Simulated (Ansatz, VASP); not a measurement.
**Re: VASP beside Ansatz**

The input INCAR:

```
PREC = Accurate
ENCUT = 520
EDIFF = 1E-7
ISMEAR = 0
SIGMA = 0.15
LREAL = F
LASPH = T
NELM = 80
ALGO = Normal
ISIF = 2
LWAVE = F
LCHARG = T
GGA = PE
LELF = T
LVHAR = T
NBANDS = 10
```

Contents of KPOINTS:

```
Automatic mesh
0
Gamma
  10 10 10
```

File POSCAR:

```
Re
1.0
    0.0000000000      2.2338155946      1.4796794498
    2.2338155946      0.0000000000      1.4796794498
    2.2338155946      2.2338155946      0.0000000000
Re
1
Direct
    0.0000000000      0.0000000000      0.0000000000
```

Input for Ansatz:

```yaml
crystal:
  lattice:
    - [0.0, 2.2338155946, 1.4796794498]
    - [2.2338155946, 0.0, 1.4796794498]
    - [2.2338155946, 2.2338155946, 0.0]
  atoms:
    - { symbol: Re, position: [0.0, 0.0, 0.0] }
basis:
  ecutwfc: 420
kpoints:
  mp_grid: { grid: [10, 10, 10] }
hamiltonian:
  xc: pbe
scf:
  occupations: { method: gaussian, width: 0.15 }
output:
  forces: true
  stress: true
  eigenvalues: true
```

Alike in both runs: task single point; functional PBE; k mesh 10 × 10 × 10; occupations gaussian, width 0.15 eV; no spin polarisation.

```csv
,VASP,Ansatz
version,VASP 6.6.1,Ansatz 0.2.0
potentials or method,"VASP PAW PBE potentials, release 64 (Re), cutoff 520 eV","scalar-relativistic, plane waves, PAW"
valence electrons in the cell,7,15
```

|  | VASP | Ansatz | Ansatz less VASP |
| --- | --- | --- | --- |
| gap on the k mesh at the Fermi level (eV) | none | none | - |
| pressure (GPa) | 7.9 | 8.3 | +0.39 |
| traceless stress, the component that is largest in VASP (GPa) | 0.47 | 0.77 | +0.303 |

A gap of «none» marks a metal or a gap that the smearing closes. The functional is the same, so the differences come from potentials, cutoffs and numerics. VASP's potentials hold 7 valence electrons a cell and Ansatz's 15, so a difference there can come from the potentials and not from the codes.

Spin-orbit coupling is off throughout.
